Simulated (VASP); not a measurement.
# Al16H2O in VASP: single point with LDA

Aim: the single point of Al16H2O with LDA.

All numbers are computed with VASP 6.6.1; they aren't measurements. Logs are shortened: lines on timing, memory, paths and dates and some standing lists are left out, and cuts for length are marked.

## (1) The cell of the first run

The cell holds a slab with vacuum, 19 atoms: a = 8.100 Å, b = 5.728 Å, c = 17.296 Å, α = 90.00°, β = 90.00°, γ = 90.00°.

## (2) Single point, LDA

Contents of INCAR:

```
SYSTEM = Al16H2O
PREC = Accurate ; ENCUT = 1000
EDIFF = 1E-6 ; ISMEAR = -1
SIGMA = 0.15 ; LREAL = Auto
LASPH = .True. ; NELM = 120
ALGO = Normal ; ISIF = 2
LWAVE = .False. ; LCHARG = .True.
LELF = .True. ; LVHAR = .True.
NBANDS = 43 ; GGA_COMPAT = .False.
NELMDL = -8
```

Contents of KPOINTS:

```
Automatic mesh
0
Gamma
  3 4 1
  0 0 0
```

Contents of POSCAR:

```
Al16H2O
1.0
    8.1000000000      0.0000000000      0.0000000000
    0.0000000000      5.7275650000      0.0000000000
    0.0000000000      0.0000000000     17.2956740000
Al O H
16 1 2
Direct
    0.2500000000      0.2500000000      0.0578179000
    0.7500000000      0.2500000000      0.0578179000
    0.2500000000      0.7500000000      0.0578179000
    0.7500000000      0.7500000000      0.0578179000
    0.0002024385      0.0007191681      0.1256432392
    0.5001398272     -0.0001822311      0.1299068564
   -0.0004201998      0.5009421792      0.1277447302
    0.5001143398      0.4984233045      0.1284339622
    0.2484411503      0.2503006032      0.2148547033
    0.7511715608      0.2469041582      0.2187402285
    0.2506896031      0.7494484844      0.2151963757
    0.7474022622      0.7469701697      0.2181083200
    0.0014221239     -0.0102856504      0.2855968429
    0.4961518605     -0.0008500645      0.2896504736
    0.0010011456      0.5017835459      0.2852653892
    0.4966788409      0.4972822669      0.2882969598
    0.0818243827      0.0239826305      0.3916483709
    0.1958445685     -0.0405121174      0.3925720471
    0.0925927916      0.1975394984      0.3962818536
```

Potentials or basis: VASP PAW LDA potentials, release 64 (Al, O_h, H_h).

Run with:

```bash
cat potpaw_LDA.64/Al/POTCAR potpaw_LDA.64/O_h/POTCAR potpaw_LDA.64/H_h/POTCAR > POTCAR
mpirun -np 1 vasp_std > vasp.out
```

OUTCAR:

```text
SYSTEM = Al16H2O
   PREC = Accurate
   ENCUT = 1000
   EDIFF = 1E-6
   ISMEAR = -1
   LREAL = Auto
   LASPH = .True.
   NELM = 120
   ISIF = 2
   NELMDL = -8

 ion  position               nearest neighbor table
   1  0.250  0.250  0.058-   9 2.72   5 2.74   8 2.76   7 2.76   6 2.78   3 2.86   3 2.86
   2  0.750  0.250  0.058-   5 2.74   8 2.76   7 2.76   6 2.78  10 2.78   4 2.86   4 2.86
   3  0.250  0.750  0.058-  11 2.72   5 2.74   7 2.76   8 2.77   6 2.78   1 2.86   1 2.86
   4  0.750  0.750  0.058-   5 2.75   7 2.75   8 2.77  12 2.77   6 2.77   2 2.86   2 2.86
   5  0.000  0.001  0.126-   1 2.74   2 2.74   3 2.74   4 2.75  13 2.77   7 2.86   7 2.87   9 2.91
                            11 2.93  10 2.94  12 2.98
   6  0.500  1.000  0.130-  14 2.76   4 2.77   2 2.78   3 2.78   1 2.78   8 2.86   8 2.87  11 2.88
                             9 2.89  12 2.90  10 2.92
   7  1.000  0.501  0.128-  15 2.72   4 2.75   3 2.76   2 2.76   1 2.76   5 2.86   5 2.87   9 2.90
                            11 2.91  12 2.93  10 2.94
   8  0.500  0.498  0.128-   2 2.76   1 2.76  16 2.77   4 2.77   3 2.77   6 2.86   6 2.87  11 2.90
                             9 2.90  12 2.91  10 2.94
   9  0.248  0.250  0.215-   1 2.72  15 2.75  16 2.77  13 2.78  14 2.79  11 2.86  11 2.87   6 2.89
                             7 2.90   8 2.90   5 2.91
  10  0.751  0.247  0.219-  15 2.75  13 2.76   2 2.78  16 2.78  14 2.79  12 2.86  12 2.86   6 2.92
                             7 2.94   5 2.94   8 2.94
  11  0.251  0.749  0.215-   3 2.72  13 2.73  15 2.75  16 2.77  14 2.77   9 2.86   9 2.87   6 2.88
                             8 2.90   7 2.91   5 2.93
  12  0.747  0.747  0.218-  13 2.74  15 2.75  16 2.76   4 2.77  14 2.79  10 2.86  10 2.86   6 2.90
                             8 2.91   7 2.93   5 2.98
  13  0.001  0.990  0.286-  17 1.96  11 2.73  12 2.74  10 2.76   5 2.77   9 2.78  15 2.79  15 2.93

  14  0.496  0.999  0.290-   6 2.76  11 2.77  12 2.79   9 2.79  10 2.79  16 2.85  16 2.87
  15  0.001  0.502  0.285-   7 2.72  12 2.75  10 2.75  11 2.75   9 2.75  13 2.79  13 2.93
  16  0.497  0.497  0.288-  12 2.76   8 2.77  11 2.77   9 2.77  10 2.78  14 2.85  14 2.87
  17  0.082  0.024  0.392-  18 0.99  19 1.00  13 1.96
  18  0.196  0.959  0.393-  17 0.99
  19  0.093  0.198  0.396-  17 1.00

  LATTYP: Found a simple orthorhombic cell.
 ALAT       =     5.7275650000
 B/A-ratio  =     1.4142135445
 C/A-ratio  =     3.0197254854

  Lattice vectors:

 A1 = (   0.0000000000,  -5.7275650000,   0.0000000000)
 A2 = (   8.1000000000,   0.0000000000,   0.0000000000)
 A3 = (   0.0000000000,   0.0000000000,  17.2956740000)

Analysis of symmetry for initial positions (statically):
=====================================================================
 Subroutine PRICEL returns:
 Original cell was already a primitive cell.

 Routine SETGRP: Setting up the symmetry group for a
 simple orthorhombic supercell.

 Subroutine GETGRP returns: Found  1 space group operations
 (whereof  1 operations were pure point group operations)
 out of a pool of  8 trial point group operations.

The static configuration has the point symmetry C_1 .

Analysis of symmetry for dynamics (positions and initial velocities):
=====================================================================
 Subroutine PRICEL returns:
 Original cell was already a primitive cell.

 Routine SETGRP: Setting up the symmetry group for a
 simple orthorhombic supercell.

 Subroutine GETGRP returns: Found  1 space group operations
 (whereof  1 operations were pure point group operations)
 out of a pool of  8 trial point group operations.

The dynamic configuration has the point symmetry C_1 .

 Subroutine INISYM returns: Found  1 space group operations
 (whereof  1 operations are pure point group operations),
 and found     1 'primitive' translations

----------------------------------------------------------------------------------------

                                     Primitive cell

  volume of cell :     802.4030

  direct lattice vectors                    reciprocal lattice vectors
     8.100000000  0.000000000  0.000000000     0.123456790  0.000000000  0.000000000
     0.000000000  5.727565000  0.000000000     0.000000000  0.174594265  0.000000000
     0.000000000  0.000000000 17.295674000     0.000000000  0.000000000  0.057817926

  length of vectors
     8.100000000  5.727565000 17.295674000     0.123456790  0.174594265  0.057817926

  position of ions in fractional coordinates (direct lattice)
     0.250000000  0.250000000  0.057817900
     0.750000000  0.250000000  0.057817900
     0.250000000  0.750000000  0.057817900
     0.750000000  0.750000000  0.057817900
     0.000202438  0.000719168  0.125643239
     0.500139827  0.999817769  0.129906856
[... 11 lines left out ...]
     0.195844569  0.959487883  0.392572047
     0.092592792  0.197539498  0.396281854

  ion indices of the primitive-cell ions
   primitive index   ion index
                 1           1
                 2           2
                 3           3
                 4           4
                 5           5
                 6           6
[... 11 lines left out ...]
                18          18
                19          19

----------------------------------------------------------------------------------------

 KPOINTS: Automatic mesh

Automatic generation of k-mesh.
 Grid dimensions read from file:
 generate k-points for:    3    4    1

 Generating k-lattice:

  Cartesian coordinates                     Fractional coordinates (reciprocal lattice)
     0.041152263  0.000000000  0.000000000     0.333333333  0.000000000  0.000000000
     0.000000000  0.043648566  0.000000000     0.000000000  0.250000000  0.000000000
     0.000000000  0.000000000  0.057817926     0.000000000  0.000000000  1.000000000

  Length of vectors
     0.041152263  0.043648566  0.057817926

  Shift w.r.t. Gamma in fractional coordinates (k-lattice)
     0.000000000  0.000000000  0.000000000

 Subroutine IBZKPT returns following result:
 ===========================================

 Found      7 irreducible k-points:

 Following reciprocal coordinates:
            Coordinates               Weight
  0.000000  0.000000  0.000000      1.000000
  0.333333  0.000000  0.000000      2.000000
  0.000000  0.250000  0.000000      2.000000
  0.333333  0.250000  0.000000      2.000000
 -0.333333  0.250000  0.000000      2.000000
  0.000000  0.500000  0.000000      1.000000
  0.333333  0.500000  0.000000      2.000000
   k-points           NKPTS =      7   k-points in BZ     NKDIM =      7   number of bands    NBANDS=     43
   number of dos      NEDOS =    301   number of ions     NIONS =     19
   total plane-waves  NPLWV = 907200
   dimension x,y,z NGX =    84 NGY =   60 NGZ =  180
   dimension x,y,z NGXF=   168 NGYF=  120 NGZF=  360
   ions per type =              16   1   2
   NGX,Y,Z   is equivalent  to a cutoff of  17.24, 17.42, 17.30 a.u.
   NGXF,Y,Z  is equivalent  to a cutoff of  34.48, 34.83, 34.60 a.u.
 SYSTEM =  Al16H2O
   PREC   = accura    normal or accurate (medium, high low for compatibility)
   ISTART =      0    job   : 0-new  1-cont  2-samecut
   ICHARG =      2    charge: 1-file 2-atom 10-const
   ISPIN  =      1    spin polarized calculation?
   LNONCOLLINEAR =      F non collinear calculations
   LSORBIT =      F    spin-orbit coupling
   LASPH  =      T    aspherical Exc in radial PAW
   ENCUT  = 1000.0 eV  73.50 Ry    8.57 a.u.  20.89 14.77 44.60*2*pi/ulx,y,z
   NELM   =    120;   NELMIN=  2; NELMDL= -8     # of ELM steps
   EDIFF  = 0.1E-05   stopping-criterion for ELM
   LREAL  =      T    real-space projection
   EDIFFG = 0.1E-04   stopping-criterion for IOM
   NSW    =      0    number of steps for IOM
   IBRION =     -1    ionic relax: 0-MD 1-quasi-New 2-CG
   NFREE  =      0    steps in history (QN), initial steepest desc. (CG)
   ISIF   =      2    stress and relaxation
   ISYM   =      2    0-nonsym 1-usesym 2-fastsym
   POTIM  = 0.5000    time-step for ionic-motion
   TEBEG  =    0.0;   TEEND  =   0.0 temperature during run
   PSTRESS=    0.0 pullay stress
   NELECT =      56.0000    total number of electrons
   NUPDOWN=      -1.0000    fix difference up-down
   EMIN   =  10.00;   EMAX   =-10.00  energy-range for DOS
   EFERMI =   0.00;   METHOD = LEGACY
   ISMEAR =    -1;   SIGMA  =   0.15  broadening in eV -4-tet -1-fermi 0-gaus
   EFERMI_NEDOS =   21; number of points for ismear=-14 and -15
   IALGO  =     38    algorithm
   IMIX   =      4    mixing-type and parameters
     AMIX     =   0.40;   BMIX     =  1.00
     AMIX_MAG =   1.60;   BMIX_MAG =  1.00
  volume/ion in A,a.u.               =      42.23       284.99
  Fermi-wavevector in a.u.,A,eV,Ry     =   0.674021  1.273715  6.181183  0.454304
  Thomas-Fermi vector in A             =   1.750615
   LORBIT       =      0    0 simple, 1 ext, 2 COOP (PROOUT), +10 PAW based schemes
   GGA     = CA    functional components
   LHFCALC =     F    Hartree Fock is set to
   AEXX    =    0.0000 exact exchange contribution
   IVDW    =     0    specifies the selected vdW correction
   LEPSILON=     F    determine dielectric tensor
   LRPA    =     F    only Hartree local field effects (RPA)
 non-spin polarized calculation
  energy-cutoff  :     1000.00
  volume of cell :      802.40
 maximum number of plane-waves:     57662
   NGX = 41   NGY = 29   NGZ = 89

 number of electron      56.0000002 magnetization

 Free energy of the ion-electron system (eV)
  ---------------------------------------------------
  ext. energy  EPLUGINS =         0.00000000
  ---------------------------------------------------
  free energy    TOTEN  =       -76.50831656 eV

  energy without entropy =      -75.93154517  energy(sigma->0) =      -76.21993086

 E-fermi :   0.0626     XC(G=0):  -4.7735

 val. band max:        0.0299678162   @ k =   0.0000   0.0000   0.0000
 cond. band min:       0.0766337175   @ k =  -0.3333   0.2500   0.0000
 fundamental gap:      0.0466659013
 Fermi energy:         0.0625788532

 k-point     1 :       0.0000    0.0000    0.0000
  band No.  band energies     occupation
      1     -23.2215      2.00000
      2     -11.1574      2.00000
      3     -10.2973      2.00000
      4      -8.7466      2.00000
      5      -8.0934      2.00000
      6      -8.0088      2.00000
[... 32 lines left out ...]
     39       2.3167      0.00000
     40       2.3915      0.00000

 k-point     2 :       0.3333    0.0000    0.0000
  band No.  band energies     occupation
      1     -23.2215      2.00000
      2     -11.1579      2.00000
      3     -10.0539      2.00000
      4      -9.3313      2.00000
      5      -8.6365      2.00000
      6      -7.5646      2.00000
[... 32 lines left out ...]
     39       2.4601      0.00000
     40       2.4774      0.00000

 k-point     3 :       0.0000    0.2500    0.0000
  band No.  band energies     occupation
      1     -23.2213      2.00000
      2     -11.1664      2.00000
      3     -10.0192      2.00000
      4      -8.7206      2.00000
      5      -7.8269      2.00000
      6      -7.7841      2.00000
[... 32 lines left out ...]
     39       2.3713      0.00000
     40       2.4241      0.00000

 k-point     4 :       0.3333    0.2500    0.0000
  band No.  band energies     occupation
      1     -23.2213      2.00000
      2     -11.1664      2.00000
      3      -9.7808      2.00000
      4      -9.0686      2.00000
      5      -8.6147      2.00000
      6      -7.5420      2.00000
[... 32 lines left out ...]
     39       2.5623      0.00000
     40       2.7789      0.00000

 k-point     5 :      -0.3333    0.2500    0.0000
  band No.  band energies     occupation
      1     -23.2213      2.00000
      2     -11.1668      2.00000
      3      -9.7756      2.00000
      4      -9.0806      2.00000
      5      -8.6078      2.00000
      6      -7.5437      2.00000
[... 32 lines left out ...]
     39       2.5787      0.00000
     40       2.7738      0.00000

 k-point     6 :       0.0000    0.5000    0.0000
  band No.  band energies     occupation
      1     -23.2211      2.00000
      2     -11.1751      2.00000
      3      -9.2494      2.00000
      4      -9.1580      2.00000
      5      -8.6175      2.00000
      6      -7.1224      2.00000
[... 32 lines left out ...]
     39       2.3217      0.00000
     40       2.4388      0.00000

 k-point     7 :       0.3333    0.5000    0.0000
  band No.  band energies     occupation
      1     -23.2211      2.00000
      2     -11.1751      2.00000
      3      -9.0552      2.00000
      4      -8.9141      2.00000
      5      -8.6169      2.00000
      6      -8.1812      2.00000
[... 32 lines left out ...]
     39       2.6685      0.00000
     40       2.7310      0.00000
 [bands above 40 left out]

------------------------ aborting loop because EDIFF is reached ----------------------------------------

  FORCE on cell =-STRESS in cart. coord.  units (eV):
  Direction    XX          YY          ZZ          XY          YZ          ZX
  --------------------------------------------------------------------------------------
  -------------------------------------------------------------------------------------
  Total       -5.6499822    -12.8690162      0.1164510      0.0074427      0.0049645      0.0065902
  in kB      -11.2814553    -25.6958740      0.2325205      0.0148610      0.0099128      0.0131587
  external PRESSURE =     -12.2482696 kB  Pullay stress =       0.0000000 kB

 VOLUME and BASIS-vectors are now :
 -----------------------------------------------------------------------------
  energy-cutoff  :     1000.00
  volume of cell :      802.40
      direct lattice vectors                 reciprocal lattice vectors
     8.100000000  0.000000000  0.000000000     0.123456790  0.000000000  0.000000000
     0.000000000  5.727565000  0.000000000     0.000000000  0.174594265  0.000000000
     0.000000000  0.000000000 17.295674000     0.000000000  0.000000000  0.057817926

 POSITION                                       TOTAL-FORCE (eV/Angst)
 -----------------------------------------------------------------------------------
      2.02500      1.43189      1.00000         0.037448     -0.010493     -0.086132
      6.07500      1.43189      1.00000        -0.039079      0.005188      0.071014
      2.02500      4.29567      1.00000         0.042252      0.011844     -0.061620
      6.07500      4.29567      1.00000        -0.041812     -0.005439      0.062083
      0.00164      0.00412      2.17308         0.001119     -0.001306     -0.005468
      4.05113      5.72652      2.24683        -0.001927      0.002602      0.001343
[... 11 lines left out ...]
      1.58634      5.49553      6.78980         0.053304     -0.029777      0.002777
      0.75000      1.13142      6.85396        -0.002879      0.061326      0.005310
 -----------------------------------------------------------------------------------
    total drift:                                0.009034     -0.008833      0.023273

  FREE ENERGIE OF THE ION-ELECTRON SYSTEM (eV)
  ---------------------------------------------------
  free  energy   TOTEN  =       -76.5083165564 eV

  energy  without entropy=      -75.9315451685  energy(sigma->0) =      -76.21993086
```

It took 19 min on 1 thread of Intel Xeon 6975P-C (Granite Rapids), shared host; peak memory 1.3 GiB.

Results:

| Property | Result |
| --- | --- |
| Free energy | -76.5083 eV |
| Largest force | 0.095 eV/Å |
| Band gap on the k mesh | zero (bands 28 and 29 overlap by 0.36 eV) |

Forces in eV/Å, atoms in the order of the input:
```
Al   0.037 -0.010 -0.086
Al  -0.039  0.005  0.071
Al   0.042  0.012 -0.062
Al  -0.042 -0.005  0.062
Al   0.001 -0.001 -0.005
Al  -0.002  0.003  0.001
Al  -0.003 -0.004 -0.003
Al  -0.001  0.006 -0.010
Al  -0.005 -0.001  0.004
Al   0.001 -0.003  0.003
Al   0.005 -0.003  0.001
Al   0.001 -0.001  0.002
Al  -0.002 -0.001 -0.005
Al   0.001  0.001  0.009
Al   0.000  0.000  0.008
Al   0.000 -0.001  0.002
O   -0.046 -0.027 -0.001
H    0.053 -0.030  0.003
H   -0.003  0.061  0.005
```

Caveat: there is no dipole correction, which matters where the two faces differ.

The gap in the log of VASP goes by the Fermi energy; the results here count the filled bands.